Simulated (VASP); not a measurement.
**Ni: single point with revPBE**

Ni:

```
CELL_PARAMETERS angstrom
2.37555 0.00000 0.00000
0.00000 2.37555 0.00000
0.00000 0.00000 2.37555
ATOMIC_POSITIONS crystal
Ni 0.00000 0.00000 0.00000
```

This isn't the form of Ni at room conditions, which is fcc.

```
Program             : VASP 6.6.1
Task                : single point
Functional          : revPBE
Potentials or basis : VASP PAW PBE potentials, release 64 (Ni)
Cutoff              : 600 eV
k mesh              : 15 × 15 × 15
Occupations         : fermi-dirac, width 0.1 eV
Spin                : no spin polarisation
```

| Property | Result |
| --- | --- |
| Pressure | -4.8 GPa |
| Band gap on the k mesh | zero (bands 5 and 6 overlap by 1.06 eV) |

Levels at points of the mesh, in eV from the Fermi level:
```
           k point  band 3  band 4  band 5  band 6  band 7  band 8
(0.00, 0.00, 0.00)   -3.00    0.03    0.03    0.03   18.82   18.82
```

It took 8.8 s on 1 thread of Intel(R) Xeon(R) Platinum 8488C (Sapphire Rapids) (shared host), peak memory 0.13 GiB.

Caveat: the cell stands under tension; the PAW data sets were made with another functional, which shifts forces and pressure a little; the run has no spin polarisation, though such a crystal can be magnetic. Spin polarisation is off, so any magnetic state and its effect on volume and gap are missing.
